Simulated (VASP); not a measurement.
MgZn4Te: relaxation of cell and atoms with PBE

The system is MgZn4Te.

```
CELL_PARAMETERS angstrom
-2.71336 2.71336 3.58306
2.71336 -2.71336 3.58306
2.71336 2.71336 -3.58306
ATOMIC_POSITIONS crystal
Mg 0.00000 0.00000 0.00000
Zn 0.62507 0.12507 0.50000
Zn 0.12507 0.62507 0.50000
Zn 0.37493 0.87493 0.50000
Zn 0.87493 0.37493 0.50000
Te 0.50000 0.50000 0.00000
```

The cell was built from a structure type or drawn by symmetry, and may not be a known phase.

| Item | Value |
| --- | --- |
| Program | VASP 6.6.1 |
| Task | relaxation of cell and atoms |
| Functional | PBE |
| Potentials or basis | VASP PAW PBE potentials, release 64 (Mg, Zn, Te) |
| Cutoff | 600 eV |
| k mesh | 4 × 4 × 4 |
| Occupations | gaussian, width 0.1 eV |
| Spin | no spin polarisation |
| Dipole correction | no |
| Further INCAR settings | ALGO = Fast; EDIFF = 1e-06; IBRION = 2; EDIFFG = -0.04; NSW = 90; ISIF = 3 |

The relaxed volume is 24.61 Å³/atom and the relaxed cell is a = 6.305 Å, b = 6.305 Å, c = 6.305 Å, α = 128.93°, β = 128.93°, γ = 75.12°. The space group after relaxing (to 0.1 Å) is I4/mmm (No. 139). The pressure after relaxing is -0.1 GPa. The largest force after relaxing is 0.028 eV/Å. The band gap on the k mesh is zero (bands 28 and 29 overlap by 1.55 eV).

Forces in eV/Å, atoms in the order of the input:
```
Mg   0.000  0.000  0.000
Zn   0.000  0.000 -0.028
Zn   0.000  0.000 -0.028
Zn   0.000  0.000  0.028
Zn   0.000  0.000  0.028
Te   0.000  0.000  0.000
```

Final structure:
```yaml
crystal:
  lattice:
    - [-2.71766, 2.71766, 4.99775]
    - [2.71766, -2.71766, 4.99775]
    - [2.71766, 2.71766, -4.99775]
  atoms:
    - { symbol: Mg, position: [0.00000, 0.00000, 0.00000] }
    - { symbol: Zn, position: [0.62855, 0.12855, 0.50000] }
    - { symbol: Zn, position: [0.12855, 0.62855, 0.50000] }
    - { symbol: Zn, position: [0.37145, 0.87145, 0.50000] }
    - { symbol: Zn, position: [0.87145, 0.37145, 0.50000] }
    - { symbol: Te, position: [0.50000, 0.50000, 0.00000] }
```

Levels at points of the mesh, in eV from the Fermi level:
| k point | band 26 | band 27 | band 28 | band 29 | band 30 | band 31 |
| --- | --- | --- | --- | --- | --- | --- |
| (0.00, 0.00, 0.00) | -2.50 | -2.13 | -0.72 | 1.01 | 1.01 | 1.12 |
| (0.50, 0.00, 0.00) | -2.14 | -0.67 | -0.26 | 0.05 | 2.01 | 2.20 |
| (0.50, 0.50, 0.00) | -2.72 | -0.55 | 0.55 | 1.10 | 1.97 | 2.56 |
| (0.50, 0.50, 0.50) | -3.42 | 0.26 | 1.32 | 1.54 | 1.54 | 3.03 |

Wall time 39 min on 1 thread of Intel Xeon 8259CL, with other jobs on the host, peak memory 0.31 GiB.

Caveat: the k points lie up to 0.33 Å⁻¹ apart in the final cell, too coarse for converged energies and pressures of a metal; the volume moved by over 15 % at a fixed basis, so the end points are rough; spin-orbit coupling is left out, which moves the levels of the heavy elements.
